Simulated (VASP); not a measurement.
# Ca2C (Pnma) in VASP: single point with PBE

Aim: the single point of Ca2C with PBE.

All numbers are computed with VASP 6.6.1; they aren't measurements. Logs are shortened: lines on timing, memory, paths and dates and some standing lists are left out, and cuts for length are marked.

### Step 1. The cell of the first run

Symmetry: Pnma, No. 62, orthorhombic system. Conventional cell: a = 6.122 Å, b = 4.004 Å, c = 7.223 Å, α = 90.00°, β = 90.00°, γ = 90.00°. Ca (site symmetry m) has 4 C at 2.40 to 2.47 Å and 8 Ca at 2.88 to 2.98 Å within 3.2 Å. Within 3.3 Å of Ca (site symmetry m) lie 5 C at 2.49 to 2.90 Å and 10 Ca at 2.88 to 3.27 Å. Within 3.2 Å of C (site symmetry m) lie 9 Ca at 2.40 to 2.90 Å.

### Step 2. Single point, PBE

INCAR reads:

```
ALGO = Normal ; EDIFF = 1E-6
ENCUT = 520 ; GGA = PE
ISIF = 2 ; ISMEAR = 0
LASPH = True ; LCHARG = True
LELF = True ; LREAL = False
LVHAR = True ; LWAVE = False
NBANDS = 60 ; NELM = 80
PREC = Accurate ; SIGMA = 0.1
```

KPOINTS reads:

```
k-points
0
Gamma
  4 4 4
```

POSCAR reads:

```
Ca2C
1.0
    6.1220000000      0.0000000000      0.0000000000
    0.0000000000      4.0040000000      0.0000000000
    0.0000000000      0.0000000000      7.2230000000
Ca C
8 4
Direct
    0.3456619500      0.7500000000      0.0750699700
    0.6543380500      0.2500000000      0.9249300300
    0.8456619500      0.7500000000      0.4249300300
    0.1543380500      0.2500000000      0.5750699700
    0.0190910000      0.2500000000      0.1785899800
    0.9809090000      0.7500000000      0.8214100200
    0.5190910000      0.2500000000      0.3214100200
    0.4809090000      0.7500000000      0.6785899800
    0.7530510300      0.2500000000      0.6040097600
    0.2469489700      0.7500000000      0.3959902400
    0.2530510300      0.2500000000      0.8959902400
    0.7469489700      0.7500000000      0.1040097600
```

Potentials or basis: VASP PAW PBE potentials, release 64 (Ca_sv, C).

Run with:

```bash
cat potpaw_PBE.64/Ca_sv/POTCAR potpaw_PBE.64/C/POTCAR > POTCAR
mpirun -np 1 vasp_std > vasp.out
```

OUTCAR:

```text
EDIFF = 1E-6
   ENCUT = 520
   GGA = PE
   ISIF = 2
   ISMEAR = 0
   LASPH = True
   LREAL = False
   NELM = 80
   PREC = Accurate

 ion  position               nearest neighbor table
   1  0.346  0.750  0.075-  10 2.40  11 2.45  11 2.45  12 2.47   7 2.88   7 2.88   6 2.89   5 2.93
                             5 2.93   2 2.96   2 2.96   8 2.98
   2  0.654  0.250  0.925-   9 2.40  12 2.45  12 2.45  11 2.47   8 2.88   8 2.88   5 2.89   6 2.93
                             6 2.93   1 2.96   1 2.96   7 2.98
   3  0.846  0.750  0.425-  12 2.40   9 2.45   9 2.45  10 2.47   5 2.88   5 2.88   8 2.89   7 2.93
                             7 2.93   4 2.96   4 2.96   6 2.98
   4  0.154  0.250  0.575-  11 2.40  10 2.45  10 2.45   9 2.47   6 2.88   6 2.88   7 2.89   8 2.93
                             8 2.93   3 2.96   3 2.96   5 2.98
   5  0.019  0.250  0.179-  11 2.49   3 2.88   3 2.88   2 2.89   1 2.93   1 2.93   4 2.98
   6  0.981  0.750  0.821-  12 2.49   4 2.88   4 2.88   1 2.89   2 2.93   2 2.93   3 2.98
   7  0.519  0.250  0.321-   9 2.49   1 2.88   1 2.88   4 2.89   3 2.93   3 2.93   2 2.98
   8  0.481  0.750  0.679-  10 2.49   2 2.88   2 2.88   3 2.89   4 2.93   4 2.93   1 2.98
   9  0.753  0.250  0.604-   2 2.40   3 2.45   3 2.45   4 2.47   7 2.49
  10  0.247  0.750  0.396-   1 2.40   4 2.45   4 2.45   3 2.47   8 2.49
  11  0.253  0.250  0.896-   4 2.40   1 2.45   1 2.45   2 2.47   5 2.49
  12  0.747  0.750  0.104-   3 2.40   2 2.45   2 2.45   1 2.47   6 2.49

  LATTYP: Found a simple orthorhombic cell.
 ALAT       =     4.0040000000
 B/A-ratio  =     1.5289710290
 C/A-ratio  =     1.8039460539

  Lattice vectors:

 A1 = (   0.0000000000,  -4.0040000000,   0.0000000000)
 A2 = (   6.1220000000,   0.0000000000,   0.0000000000)
 A3 = (   0.0000000000,   0.0000000000,   7.2230000000)

Analysis of symmetry for initial positions (statically):
=====================================================================
 Subroutine PRICEL returns:
 Original cell was already a primitive cell.

 Routine SETGRP: Setting up the symmetry group for a
 simple orthorhombic supercell.

 Subroutine GETGRP returns: Found  8 space group operations
 (whereof  2 operations were pure point group operations)
 out of a pool of  8 trial point group operations.

The static configuration has the point symmetry S_2 .
 The point group associated with its full space group is D_2h.

Analysis of symmetry for dynamics (positions and initial velocities):
=====================================================================
 Subroutine PRICEL returns:
 Original cell was already a primitive cell.

[... 143 lines left out ...]
   ISMEAR =     0;   SIGMA  =   0.10  broadening in eV -4-tet -1-fermi 0-gaus
   EFERMI_NEDOS =   21; number of points for ismear=-14 and -15
   IALGO  =     38    algorithm
   IMIX   =      4    mixing-type and parameters
     AMIX     =   0.40;   BMIX     =  1.00
     AMIX_MAG =   1.60;   BMIX_MAG =  1.00
  volume/ion in A,a.u.               =      14.75        99.57
  Fermi-wavevector in a.u.,A,eV,Ry     =   1.334946  2.522681 24.246668  1.782080
  Thomas-Fermi vector in A             =   2.463688
   LORBIT       =      0    0 simple, 1 ext, 2 COOP (PROOUT), +10 PAW based schemes
   GGA     = PE    functional components
   LHFCALC =     F    Hartree Fock is set to
   AEXX    =    0.0000 exact exchange contribution
   IVDW    =     0    specifies the selected vdW correction
   LEPSILON=     F    determine dielectric tensor
   LRPA    =     F    only Hartree local field effects (RPA)
 non-spin polarized calculation
 Gauss-broadening in eV      SIGMA  =   0.10
  energy-cutoff  :      520.00
  volume of cell :      177.05
 maximum number of plane-waves:      4805
 NGX is ok and might be reduce to    48
   NGX = 23   NGY = 15   NGZ = 27

 number of electron      95.9999990 magnetization

 Free energy of the ion-electron system (eV)
  ---------------------------------------------------
  ext. energy  EPLUGINS =         0.00000000
  ---------------------------------------------------
  free energy    TOTEN  =       -44.43301832 eV

  energy without entropy =      -44.43301794  energy(sigma->0) =      -44.43301813

 E-fermi :   5.7965     XC(G=0): -10.9882

 val. band max:        5.5060981420   @ k =   0.0000   0.0000   0.0000
 cond. band min:       6.0869848194   @ k =   0.0000   0.0000   0.0000
 fundamental gap:      0.5808866774
 Fermi energy:         5.7965418192

 k-point     1 :       0.0000    0.0000    0.0000
  band No.  band energies     occupation
      1     -34.7748      2.00000
      2     -34.6623      2.00000
      3     -34.6429      2.00000
      4     -34.5958      2.00000
      5     -34.0589      2.00000
      6     -33.9843      2.00000
[... 1501 lines left out ...]
     59       8.9392      0.00000
     60       8.9392      0.00000

 [... further k-points ...]

------------------------ aborting loop because EDIFF is reached ----------------------------------------

  FORCE on cell =-STRESS in cart. coord.  units (eV):
  Direction    XX          YY          ZZ          XY          YZ          ZX
  --------------------------------------------------------------------------------------
  -------------------------------------------------------------------------------------
  Total       25.6323559     23.0578503     26.5381472     -0.0000000      0.0000000      0.0000000
  in kB      231.9498513    208.6528825    240.1464502     -0.0000000      0.0000000      0.0000000
  external PRESSURE =     226.9163947 kB  Pullay stress =       0.0000000 kB

 VOLUME and BASIS-vectors are now :
 -----------------------------------------------------------------------------
  energy-cutoff  :      520.00
  volume of cell :      177.05
      direct lattice vectors                 reciprocal lattice vectors
     6.122000000  0.000000000  0.000000000     0.163345312  0.000000000  0.000000000
     0.000000000  4.004000000  0.000000000     0.000000000  0.249750250  0.000000000
     0.000000000  0.000000000  7.223000000     0.000000000  0.000000000  0.138446629

 POSITION                                       TOTAL-FORCE (eV/Angst)
 -----------------------------------------------------------------------------------
      2.11614      3.00300      0.54223        -0.111201     -0.000000      0.528740
      4.00586      1.00100      6.68077         0.111201     -0.000000     -0.528740
      5.17714      3.00300      3.06927        -0.111201      0.000000     -0.528740
      0.94486      1.00100      4.15373         0.111201      0.000000      0.528740
      0.11688      1.00100      1.28996         0.033034     -0.000000     -0.228788
      6.00512      3.00300      5.93304        -0.033034      0.000000      0.228788
      3.17788      1.00100      2.32154         0.033034     -0.000000      0.228788
      2.94412      3.00300      4.90146        -0.033034      0.000000     -0.228788
      4.61018      1.00100      4.36276        -0.043675      0.000000     -0.265949
      1.51182      3.00300      2.86024         0.043675      0.000000      0.265949
      1.54918      1.00100      6.47174        -0.043675      0.000000      0.265949
      4.57282      3.00300      0.75126         0.043675      0.000000     -0.265949
 -----------------------------------------------------------------------------------
    total drift:                                0.000000     -0.000000     -0.000000

  FREE ENERGIE OF THE ION-ELECTRON SYSTEM (eV)
  ---------------------------------------------------
  free  energy   TOTEN  =       -44.4330183204 eV

  energy  without entropy=      -44.4330179379  energy(sigma->0) =      -44.43301813
```

OSZICAR:

```text
N       E                     dE             d eps       ncg     rms          rms(c)
DAV:   1     0.109518657642E+04    0.10952E+04   -0.47896E+04  3240   0.164E+03
DAV:   2     0.529039694404E+02   -0.10423E+04   -0.10171E+04  3264   0.506E+02
DAV:   3    -0.459832177786E+02   -0.98887E+02   -0.96118E+02  4864   0.118E+02
DAV:   4    -0.530400355255E+02   -0.70568E+01   -0.70196E+01  4928   0.280E+01
DAV:   5    -0.536094976412E+02   -0.56946E+00   -0.56894E+00  4840   0.676E+00    0.176E+01
DAV:   6    -0.445792051441E+02    0.90303E+01   -0.70709E+01  4048   0.206E+01    0.773E+00
DAV:   7    -0.444706244063E+02    0.10858E+00   -0.82029E+00  4160   0.757E+00    0.298E+00
DAV:   8    -0.444312178502E+02    0.39407E-01   -0.54829E-01  4192   0.278E+00    0.105E+00
DAV:   9    -0.444316407877E+02   -0.42294E-03   -0.99813E-02  4840   0.986E-01    0.367E-01
DAV:  10    -0.444326761800E+02   -0.10354E-02   -0.12096E-02  4624   0.395E-01    0.179E-01
DAV:  11    -0.444331147741E+02   -0.43859E-03   -0.14569E-03  4200   0.147E-01    0.739E-02
DAV:  12    -0.444330177632E+02    0.97011E-04   -0.45072E-04  4236   0.757E-02    0.167E-02
DAV:  13    -0.444330187907E+02   -0.10274E-05   -0.57951E-05  5080   0.286E-02    0.513E-03
DAV:  14    -0.444330183204E+02    0.47025E-06   -0.75443E-06  3380   0.104E-02
   1 F= -.44433018E+02 E0= -.44433018E+02  d E =-.382588E-06
```

stdout:

```text
POSCAR found type information on POSCAR CaC
 POSCAR found :  2 types and      12 ions
 scaLAPACK will be used
 LDA part: xc-table for (Slater+PW92), standard interpolation
 POSCAR, INCAR and KPOINTS ok, starting setup
 FFT: planning ... GRIDC
 FFT: planning ... GRID_SOFT
 FFT: planning ... GRID
 WAVECAR not read
 entering main loop
```

It took 3.1 min on 1 thread of Intel Xeon Platinum 8559C (Emerald Rapids), shared host; peak memory 0.38 GiB.

Results:

- Free energy: -44.4330 eV
- Pressure: 22.7 GPa
- Largest force: 0.540 eV/Å
- Band gap on the k mesh: 0.58 eV, direct

Forces on the atoms (eV/Å):
```
Ca  -0.111  0.000  0.529
Ca   0.111  0.000 -0.529
Ca  -0.111  0.000 -0.529
Ca   0.111  0.000  0.529
Ca   0.033  0.000 -0.229
Ca  -0.033  0.000  0.229
Ca   0.033  0.000  0.229
Ca  -0.033  0.000 -0.229
C   -0.044  0.000 -0.266
C    0.044  0.000  0.266
C   -0.044  0.000  0.266
C    0.044  0.000 -0.266
```

Stress tensor (GPa, compression positive):
```
23.19  0.00  0.00
 0.00 20.87  0.00
 0.00  0.00 24.01
```

Levels at points of the mesh, in eV from the valence-band top:
```tsv
k point	band 46	band 47	band 48	band 49	band 50	band 51
(0.00, 0.00, 0.00)	-0.33	-0.30	0.00	0.58	1.55	1.63
(0.50, 0.00, 0.00)	-0.84	-0.56	-0.56	1.44	1.44	2.26
(0.00, 0.50, 0.00)	-0.53	-0.38	-0.38	1.58	1.58	1.85
(0.50, 0.50, 0.00)	-0.72	-0.72	-0.72	2.22	2.22	2.22
(0.00, 0.00, 0.50)	-0.54	-0.27	-0.27	1.39	1.39	1.83
(0.50, 0.00, 0.50)	-0.84	-0.49	-0.49	1.93	1.93	2.30
(0.00, 0.50, 0.50)	-0.60	-0.37	-0.37	1.21	1.21	1.65
(0.50, 0.50, 0.50)	-0.54	-0.54	-0.54	1.98	1.98	1.98
```

A k mesh can miss the band edges. A hybrid or GW would open this gap; PBE tends to underestimate it.
